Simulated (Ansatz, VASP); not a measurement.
**W: VASP beside Ansatz**

```
CELL_PARAMETERS angstrom
2.78735 0.00000 0.00000
-1.39368 2.41392 0.00000
0.00000 0.00000 2.59743
ATOMIC_POSITIONS crystal
W 0.00000 0.00000 0.00000
```

Alike in both runs: functional PBE; k mesh 24 × 24 × 22; occupations gaussian, width 0.1 eV; no spin polarisation.

Ansatz relaxed the structure, and its values are those at the end. VASP's run is a single point on that final structure, the one shown.

|  | VASP | Ansatz |
| --- | --- | --- |
| version | VASP 6.6.1 | Ansatz 0.2.0 |
| potentials or method | VASP PAW PBE potentials, release 64 (W_sv), cutoff 520 eV | scalar-relativistic, plane waves, PAW |
| valence electrons in the cell | 14 | 14 |

```tsv
	VASP	Ansatz	Ansatz less VASP
gap on the k mesh at the Fermi level (eV)	none	none	-
pressure (GPa)	0.5	0.0	-0.55
```

A gap of «none» marks a metal or a gap that the smearing closes. With one functional, cell and mesh, what is left measures potentials, basis and numerics.

Neither program's run includes spin-orbit coupling.
